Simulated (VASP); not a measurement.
# BaMg3H3 (P4mm) in VASP: further runs

The runs below take BaMg3H3 through relaxation of cell and atoms, with PBE.

All numbers are computed with VASP 6.6.1; they aren't measurements. Logs are shortened: lines on timing, memory, paths and dates and some standing lists are left out, and cuts for length are marked.

## (1) The cell of the first run

Symmetry: P4mm, No. 99, tetragonal system. The conventional cell has a = 4.388 Å, b = 4.388 Å, c = 7.005 Å, α = 90.00°, β = 90.00°, γ = 90.00°. Ba (site symmetry 4mm) has 8 H at 2.77 to 3.11 Å and 4 Mg at 3.58 Å within 3.7 Å. Mg (site symmetry 2mm) has 1 H at 2.23 Å within 2.9 Å. Mg (site symmetry 4mm) has 5 H at 1.93 to 2.20 Å within 2.6 Å. Within 2.6 Å of H (site symmetry 4mm) lie 1 Mg at 1.93 Å. Within 2.9 Å of H (site symmetry 2mm) lie 3 Mg at 2.20 to 2.23 Å and 2 Ba at 2.77 Å and 2 H at 2.85 Å.

## (2) Relaxation of cell and atoms, PBE

INCAR reads:

```
SYSTEM = BaMg3H3
ALGO = Normal
EDIFF = 1E-7
EDIFFG = -0.01
ENCUT = 600
GGA = PE
IBRION = 2
ISIF = 3
ISMEAR = 0
LASPH = .True.
LCHARG = .False.
LREAL = .False.
LWAVE = .False.
NELM = 80
NSW = 100
PREC = Accurate
SIGMA = 0.1
```

KPOINTS reads:

```
k-points
0
Gamma
  8 8 6
  0 0 0
```

POSCAR reads:

```
BaMg3H3
1.0
    4.3880733904      0.0000000000      0.0000000000
    0.0000000000      4.3880733904      0.0000000000
    0.0000000000      0.0000000000      7.0053863688
Ba Mg H
1 3 3
Direct
    0.0000000000      0.0000000000      0.6317297025
    0.5000000000      0.0000000000      0.0721078295
    0.0000000000      0.5000000000      0.0721078295
    0.5000000000      0.5000000000      0.3756403017
    0.5000000000      0.5000000000      0.6508066517
    0.5000000000      0.0000000000      0.3904310175
    0.0000000000      0.5000000000      0.3904310175
```

Potentials or basis: VASP PAW PBE potentials, release 64 (Ba_sv, Mg, H).

Run with:

```sh
> cat potpaw_PBE.64/Ba_sv/POTCAR potpaw_PBE.64/Mg/POTCAR potpaw_PBE.64/H/POTCAR > POTCAR
> mpirun -np 1 vasp_std > vasp.out
```

OUTCAR:

```text
SYSTEM = BaMg3H3
   EDIFF = 1E-7
   EDIFFG = -0.01
   ENCUT = 600
   GGA = PE
   IBRION = 2
   ISIF = 3
   ISMEAR = 0
   LASPH = .True.
   LREAL = .False.
   NELM = 80
   NSW = 100
   PREC = Accurate

 ion  position               nearest neighbor table
   1  0.000  0.000  0.632-   6 2.77   7 2.77   7 2.77   6 2.77   4 3.58   4 3.58   4 3.58   4 3.58
                             2 3.79   3 3.79   3 3.79   2 3.79
   2  0.500  0.000  0.072-   6 2.23   4 3.06   4 3.06   3 3.10   3 3.10   3 3.10   3 3.10   1 3.79
                             1 3.79
   3  0.000  0.500  0.072-   7 2.23   4 3.06   4 3.06   2 3.10   2 3.10   2 3.10   2 3.10   1 3.79
                             1 3.79
   4  0.500  0.500  0.376-   5 1.93   6 2.20   7 2.20   6 2.20   7 2.20   2 3.06   3 3.06   3 3.06
                             2 3.06   1 3.58   1 3.58   1 3.58   1 3.58
   5  0.500  0.500  0.651-   4 1.93
   6  0.500  0.000  0.390-   4 2.20   4 2.20   2 2.23   1 2.77   1 2.77
   7  0.000  0.500  0.390-   4 2.20   4 2.20   3 2.23   1 2.77   1 2.77

  LATTYP: Found a simple tetragonal cell.
 ALAT       =     4.3880733904
 C/A-ratio  =     1.5964606208

  Lattice vectors:

 A1 = (   4.3880733904,   0.0000000000,   0.0000000000)
 A2 = (   0.0000000000,   4.3880733904,   0.0000000000)
 A3 = (   0.0000000000,   0.0000000000,   7.0053863688)

Analysis of symmetry for initial positions (statically):
=====================================================================
 Subroutine PRICEL returns:
 Original cell was already a primitive cell.

 Routine SETGRP: Setting up the symmetry group for a
 simple tetragonal supercell.

 Subroutine GETGRP returns: Found  8 space group operations
 (whereof  8 operations were pure point group operations)
 out of a pool of 16 trial point group operations.

The static configuration has the point symmetry C_4v.

Analysis of symmetry for dynamics (positions and initial velocities):
=====================================================================
 Subroutine PRICEL returns:
 Original cell was already a primitive cell.

 Routine SETGRP: Setting up the symmetry group for a
 simple tetragonal supercell.

 Subroutine GETGRP returns: Found  8 space group operations
 (whereof  8 operations were pure point group operations)
 out of a pool of 16 trial point group operations.

The dynamic configuration has the point symmetry C_4v.

 Subroutine INISYM returns: Found  8 space group operations
 (whereof  8 operations are pure point group operations),
 and found     1 'primitive' translations

----------------------------------------------------------------------------------------

                                     Primitive cell

  volume of cell :     134.8900

  direct lattice vectors                    reciprocal lattice vectors
     4.388073390  0.000000000  0.000000000     0.227890446  0.000000000  0.000000000
     0.000000000  4.388073390  0.000000000     0.000000000  0.227890446  0.000000000
     0.000000000  0.000000000  7.005386369     0.000000000  0.000000000  0.142747301

  length of vectors
     4.388073390  4.388073390  7.005386369     0.227890446  0.227890446  0.142747301

  position of ions in fractional coordinates (direct lattice)
     0.000000000  0.000000000  0.631729703
     0.500000000  0.000000000  0.072107829
     0.000000000  0.500000000  0.072107829
     0.500000000  0.500000000  0.375640302
     0.500000000  0.500000000  0.650806652
     0.500000000  0.000000000  0.390431017
     0.000000000  0.500000000  0.390431017

  ion indices of the primitive-cell ions
   primitive index   ion index
                 1           1
                 2           2
                 3           3
                 4           4
                 5           5
                 6           6
                 7           7

----------------------------------------------------------------------------------------

 KPOINTS: k-points

Automatic generation of k-mesh.
 Grid dimensions read from file:
 generate k-points for:    8    8    6

 Generating k-lattice:

  Cartesian coordinates                     Fractional coordinates (reciprocal lattice)
     0.028486306  0.000000000  0.000000000     0.125000000  0.000000000  0.000000000
     0.000000000  0.028486306  0.000000000     0.000000000  0.125000000  0.000000000
     0.000000000  0.000000000  0.023791217     0.000000000  0.000000000  0.166666667

  Length of vectors
     0.028486306  0.028486306  0.023791217

  Shift w.r.t. Gamma in fractional coordinates (k-lattice)
     0.000000000  0.000000000  0.000000000

 Subroutine IBZKPT returns following result:
 ===========================================

 Found     60 irreducible k-points:

 Following reciprocal coordinates:
            Coordinates               Weight
  0.000000  0.000000  0.000000      1.000000
  0.125000  0.000000  0.000000      4.000000
  0.250000  0.000000  0.000000      4.000000
  0.375000  0.000000  0.000000      4.000000
  0.500000  0.000000  0.000000      2.000000
  0.125000  0.125000  0.000000      4.000000
[... 16 lines left out ...]
  0.375000  0.125000  0.166667     16.000000
  0.500000  0.125000  0.166667      8.000000
 [... further k-points ...]
   k-points           NKPTS =     60   k-points in BZ     NKDIM =     60   number of bands    NBANDS=     13
   number of dos      NEDOS =    301   number of ions     NIONS =      7
   total plane-waves  NPLWV =  72576
   dimension x,y,z NGX =    36 NGY =   36 NGZ =   56
   dimension x,y,z NGXF=    72 NGYF=   72 NGZF=  112
   ions per type =               1   3   3
   NGX,Y,Z   is equivalent  to a cutoff of  13.64, 13.64, 13.29 a.u.
   NGXF,Y,Z  is equivalent  to a cutoff of  27.28, 27.28, 26.58 a.u.
 SYSTEM =  BaMg3H3
   PREC   = accura    normal or accurate (medium, high low for compatibility)
   ISTART =      0    job   : 0-new  1-cont  2-samecut
   ICHARG =      2    charge: 1-file 2-atom 10-const
   ISPIN  =      1    spin polarized calculation?
   LNONCOLLINEAR =      F non collinear calculations
   LSORBIT =      F    spin-orbit coupling
   LASPH  =      T    aspherical Exc in radial PAW
   ENCUT  =  600.0 eV  44.10 Ry    6.64 a.u.   8.76  8.76 13.99*2*pi/ulx,y,z
   NELM   =     80;   NELMIN=  2; NELMDL= -5     # of ELM steps
   EDIFF  = 0.1E-06   stopping-criterion for ELM
   LREAL  =      F    real-space projection
   EDIFFG = -.1E-01   stopping-criterion for IOM
   NSW    =    100    number of steps for IOM
   IBRION =      2    ionic relax: 0-MD 1-quasi-New 2-CG
   NFREE  =      1    steps in history (QN), initial steepest desc. (CG)
   ISIF   =      3    stress and relaxation
   ISYM   =      2    0-nonsym 1-usesym 2-fastsym
   POTIM  = 0.5000    time-step for ionic-motion
   TEBEG  =    0.0;   TEEND  =   0.0 temperature during run
   PSTRESS=    0.0 pullay stress
   NELECT =      19.0000    total number of electrons
   NUPDOWN=      -1.0000    fix difference up-down
   EMIN   =  10.00;   EMAX   =-10.00  energy-range for DOS
   EFERMI =   0.00;   METHOD = LEGACY
   ISMEAR =     0;   SIGMA  =   0.10  broadening in eV -4-tet -1-fermi 0-gaus
   EFERMI_NEDOS =   21; number of points for ismear=-14 and -15
   IALGO  =     38    algorithm
   IMIX   =      4    mixing-type and parameters
     AMIX     =   0.40;   BMIX     =  1.00
     AMIX_MAG =   1.60;   BMIX_MAG =  1.00
  volume/ion in A,a.u.               =      19.27       130.04
  Fermi-wavevector in a.u.,A,eV,Ry     =   0.851790  1.609650  9.871665  0.725547
  Thomas-Fermi vector in A             =   1.967978
   LORBIT       =      0    0 simple, 1 ext, 2 COOP (PROOUT), +10 PAW based schemes
   GGA     = PE    functional components
   LHFCALC =     F    Hartree Fock is set to
   AEXX    =    0.0000 exact exchange contribution
   IVDW    =     0    specifies the selected vdW correction
   LEPSILON=     F    determine dielectric tensor
   LRPA    =     F    only Hartree local field effects (RPA)
 conjugate gradient relaxation of ions
 non-spin polarized calculation
 Gauss-broadening in eV      SIGMA  =   0.10
  energy-cutoff  :      600.00
  volume of cell :      134.89
 maximum number of plane-waves:      4539
 NGX is ok and might be reduce to    36
   NGX = 17   NGY = 17   NGZ = 27

--------------------------------------- Ionic step        1  -------------------------------------------

 number of electron      19.0000000 magnetization

 Free energy of the ion-electron system (eV)
  ---------------------------------------------------
  ext. energy  EPLUGINS =         0.00000000
  ---------------------------------------------------
  free energy    TOTEN  =       -16.94856018 eV

  energy without entropy =      -16.93289099  energy(sigma->0) =      -16.94072558

------------------------ aborting loop because EDIFF is reached ----------------------------------------

  FORCE on cell =-STRESS in cart. coord.  units (eV):
  Direction    XX          YY          ZZ          XY          YZ          ZX
  --------------------------------------------------------------------------------------
  -------------------------------------------------------------------------------------
  Total       -0.0956164     -0.0956164      0.2032988      0.0000000     -0.0000000      0.0000000
  in kB       -1.1356984     -1.1356984      2.4147136      0.0000000     -0.0000000      0.0000000
  external PRESSURE =       0.0477723 kB  Pullay stress =       0.0000000 kB
[... 313 lines left out ...]
  energy  without entropy=      -16.9383600039  energy(sigma->0) =      -16.94656319

--------------------------------------- Ionic step        9  -------------------------------------------

 number of electron      18.9999998 magnetization

 Free energy of the ion-electron system (eV)
  ---------------------------------------------------
  ext. energy  EPLUGINS =         0.00000000
  ---------------------------------------------------
  free energy    TOTEN  =       -16.95480827 eV

  energy without entropy =      -16.93838582  energy(sigma->0) =      -16.94659705

 E-fermi :   2.4285     XC(G=0):  -8.2524

 val. band max:        2.4067910690   @ k =   0.3750   0.1250   0.1667
 cond. band min:       2.4308928756   @ k =   0.2500   0.1250   0.3333
 fundamental gap:      0.0241018066
 Fermi energy:         2.4284519061

 k-point     1 :       0.0000    0.0000    0.0000
  band No.  band energies     occupation
      1     -26.4569      2.00000
      2     -11.7260      2.00000
      3     -11.5478      2.00000
      4     -11.5478      2.00000
      5      -5.0802      2.00000
      6      -2.0312      2.00000
      7      -1.5258      2.00000
      8      -1.0772      2.00000
      9       3.0836      0.00000
     10       3.4638      0.00000
     11       3.4638      0.00000
     12       3.6433      0.00000
     13       4.3861      0.00000
[... 353 lines left out ...]
 k-point    24 :       0.5000    0.1250    0.1667
  band No.  band energies     occupation
      1     -26.4342      2.00000
      2     -11.9232      2.00000
      3     -11.6530      2.00000
      4     -11.5660      2.00000
      5      -3.5862      2.00000
      6      -3.0820      2.00000
      7      -1.3996      2.00000
      8      -0.0002      2.00000
      9       0.2239      2.00000
     10       2.6840      0.00030
     11       2.6842      0.00030
     12       4.3469      0.00000
     13       4.4633      0.00000

 [... further k-points ...]
[... 5 lines left out ...]
  --------------------------------------------------------------------------------------
  -------------------------------------------------------------------------------------
  Total        0.0059536      0.0059536      0.0232154      0.0000000      0.0000000      0.0000000
  in kB        0.0704336      0.0704336      0.2746470      0.0000000      0.0000000      0.0000000
  external PRESSURE =       0.1385048 kB  Pullay stress =       0.0000000 kB
[... 22 lines left out ...]
  FREE ENERGIE OF THE ION-ELECTRON SYSTEM (eV)
  ---------------------------------------------------
  free  energy   TOTEN  =       -16.9548082735 eV

  energy  without entropy=      -16.9383858202  energy(sigma->0) =      -16.94659705

 reached required accuracy - stopping structural energy minimisation
```

Run time: 8.6 min. Hardware: 1 thread of Oxide Virtual Turin-like, shared host; peak memory 0.36 GiB.

What came out:

```yaml
Free_energy: -16.9548 eV
Relaxed_volume: 19.35 Å³/atom
Relaxed_cell: a = 4.367 Å, b = 4.367 Å, c = 7.101 Å, α = 90.00°, β = 90.00°, γ = 90.00°
Space_group_after_relaxing_to_0.05_Å: P4mm (No. 99)
Energy_gained_by_relaxing: 0.9 meV/atom
Ionic_steps: 9
Pressure_after_relaxing: 0.0 GPa
Largest_force_after_relaxing: 0.008 eV/Å
```

Forces on the atoms (eV/Å):
```
Ba   0.000  0.000  0.008
Mg   0.000  0.000 -0.008
Mg   0.000  0.000 -0.008
Mg   0.000  0.000  0.008
H    0.000  0.000 -0.005
H    0.000  0.000  0.003
H    0.000  0.000  0.003
```

The path:
| step | energy change (eV) | largest force (eV/Å) | pressure (GPa) | volume (Å³) |
| --- | --- | --- | --- | --- |
| 1 | 0.0000 | 0.0811 | 0.00 | 134.89 |
| 2 | -0.0013 | 0.0712 | 0.02 | 134.90 |
| 3 | -0.0038 | 0.0403 | 0.06 | 134.93 |
| 4 | -0.0033 | 0.1405 | 0.16 | 134.98 |
| 5 | -0.0045 | 0.0786 | 0.10 | 134.96 |
| 6 | -0.0055 | 0.0486 | -0.01 | 135.48 |
| 7 | -0.0058 | 0.0374 | -0.09 | 135.85 |
| 8 | -0.0062 | 0.0162 | -0.02 | 135.55 |
| 9 | -0.0062 | 0.0085 | 0.01 | 135.43 |

Final structure:
```
CELL_PARAMETERS angstrom
4.36702 0.00000 0.00000
0.00000 4.36702 0.00000
0.00000 0.00000 7.10135
ATOMIC_POSITIONS crystal
Ba 0.00000 0.00000 0.63418
Mg 0.50000 0.00000 0.07662
Mg 0.00000 0.50000 0.07662
Mg 0.50000 0.50000 0.37523
H 0.50000 0.50000 0.64444
H 0.50000 0.00000 0.38809
H 0.00000 0.50000 0.38809
```

Caveat: spin-orbit coupling is left out, which moves the levels of the heavy elements.

## (3) Relaxation of cell and atoms, PBE

INCAR reads:

```
PREC     = Accurate       # precision mode
ENCUT    = 600            # plane-wave cutoff, eV
EDIFF    = 1E-7           # SCF threshold, eV
ISMEAR   = 0              # smearing method
SIGMA    = 0.1            # smearing width, eV
LREAL    = False          # projectors in reciprocal space
LASPH    = True           # aspherical terms in the spheres
NELM     = 100            # most SCF steps
ALGO     = Normal         # electronic algorithm
ISIF     = 3              # what is computed and relaxed
LWAVE    = False          # write WAVECAR
LCHARG   = False          # write CHGCAR
GGA      = PE             # functional
IBRION   = 2              # ionic algorithm
NSW      = 100            # ionic steps
EDIFFG   = -0.01          # ionic threshold
```

KPOINTS reads:

```
regular mesh
0
Gamma
  10 10 6
```

POSCAR reads:

```
BaMg3H3
1.0
    4.3611568211      0.0000000000      0.0000000000
    0.0000000000      4.3611568211      0.0000000000
    0.0000000000      0.0000000000      7.0946105229
Ba Mg H
1 3 3
Direct
    0.0000000000      0.0000000000      0.6322168481
    0.5000000000      0.0000000000      0.0752385460
    0.0000000000      0.5000000000      0.0752385460
    0.5000000000      0.5000000000      0.3758639059
    0.5000000000      0.5000000000      0.6452748316
    0.5000000000      0.0000000000      0.3897108361
    0.0000000000      0.5000000000      0.3897108361
```

Potentials or basis: VASP PAW PBE potentials, release 64 (Ba_sv, Mg, H).

Run with:

```sh
> cat potpaw_PBE.64/Ba_sv/POTCAR potpaw_PBE.64/Mg/POTCAR potpaw_PBE.64/H/POTCAR > POTCAR
> mpirun -np 1 vasp_std > vasp.out
```

Run time: 9.3 min. Hardware: 1 thread of Oxide Virtual Turin-like, shared host; peak memory 0.42 GiB.

Results (log left out):

```
Free energy                            : -16.9646 eV
Relaxed volume                         : 19.36 Å³/atom
Relaxed cell                           : a = 4.368 Å, b = 4.368 Å, c = 7.105 Å, α = 90.00°, β = 90.00°, γ = 90.00°
Space group after relaxing (to 0.05 Å) : P4mm (No. 99)
Energy gained by relaxing              : 0.1 meV/atom
Ionic steps                            : 6
Pressure after relaxing                : 0.0 GPa
Largest force after relaxing           : 0.005 eV/Å
```

Forces on the atoms (eV/Å):
```
Ba   0.000  0.000  0.002
Mg   0.000  0.000  0.005
Mg   0.000  0.000  0.005
Mg   0.000  0.000 -0.003
H    0.000  0.000  0.000
H    0.000  0.000 -0.004
H    0.000  0.000 -0.004
```

The path:
| step | energy change (eV) | largest force (eV/Å) | pressure (GPa) | volume (Å³) |
| --- | --- | --- | --- | --- |
| 1 | 0.0000 | 0.0344 | 0.13 | 134.94 |
| 2 | -0.0003 | 0.0265 | 0.05 | 135.23 |
| 3 | -0.0004 | 0.0201 | -0.05 | 135.69 |
| 4 | -0.0004 | 0.0185 | -0.04 | 135.62 |
| 5 | -0.0005 | 0.0140 | -0.03 | 135.60 |
| 6 | -0.0007 | 0.0053 | -0.01 | 135.54 |

Final structure:
```
Ba Mg H
1.0
     4.36775    0.00000    0.00000
     0.00000    4.36775    0.00000
     0.00000    0.00000    7.10484
Ba Mg H
1 3 3
Cartesian
  0.0000 0.0000 4.5017
  2.1839 0.0000 0.5399
  0.0000 2.1839 0.5399
  2.1839 2.1839 2.6685
  2.1839 2.1839 4.5796
  2.1839 0.0000 2.7620
  0.0000 2.1839 2.7620
```

Levels at points of the mesh, in eV from the Fermi level:
| k point | band 6 | band 7 | band 8 | band 9 | band 10 | band 11 | band 12 | band 13 |
| --- | --- | --- | --- | --- | --- | --- | --- | --- |
| (0.00, 0.00, 0.00) | -4.49 | -3.98 | -3.55 | 0.61 | 1.01 | 1.01 | 1.20 | 1.92 |
| (0.50, 0.00, 0.00) | -5.63 | -3.58 | -2.75 | -2.18 | -0.06 | 0.99 | 1.05 | 2.51 |
| (0.50, 0.50, 0.00) | -5.17 | -5.00 | -1.96 | -1.60 | -1.06 | -1.06 | 0.87 | 2.44 |
| (0.00, 0.00, 0.50) | -5.27 | -3.96 | -2.79 | 0.52 | 0.58 | 0.58 | 0.88 | 2.61 |
| (0.50, 0.00, 0.50) | -5.48 | -3.98 | -2.65 | -1.81 | 0.45 | 0.68 | 1.21 | 1.88 |
| (0.50, 0.50, 0.50) | -5.23 | -4.93 | -2.39 | -1.07 | -0.62 | -0.62 | 0.83 | 1.75 |

Caveat: spin-orbit coupling is left out, which moves the levels of the heavy elements.
